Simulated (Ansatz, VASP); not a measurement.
**One calculation of GaSb, two programs**

```
CELL_PARAMETERS angstrom
0.00000 3.03861 3.10020
3.03861 0.00000 3.10020
3.03861 3.03861 0.00000
ATOMIC_POSITIONS crystal
Ga 0.00000 0.00000 0.00000
Sb 0.25000 0.25000 0.25000
```

Alike in both runs: task single point; functional PBE; k mesh 6 × 6 × 6; occupations fermi-dirac, width 0.02 eV; no spin polarisation.

|  | VASP | Ansatz |
| --- | --- | --- |
| version | VASP 6.6.1 | Ansatz 0.2.0 |
| potentials or method | VASP PAW PBE potentials, release 64 (Ga_d, Sb), cutoff 520 eV | plane waves, PAW |
| valence electrons in the cell | 18 | 28 |

|  | VASP | Ansatz | Ansatz less VASP |
| --- | --- | --- | --- |
| pressure (GPa) | 2.5 | 2.4 | -0.07 |
| traceless stress, the component that is largest in VASP (GPa) | -0.57 | -0.57 | -0.001 |

The functional is the same, so the differences come from potentials, cutoffs and numerics. VASP's potentials hold 18 valence electrons a cell and Ansatz's 28, so a difference there can come from the potentials and not from the codes.

Neither program's run includes spin-orbit coupling.
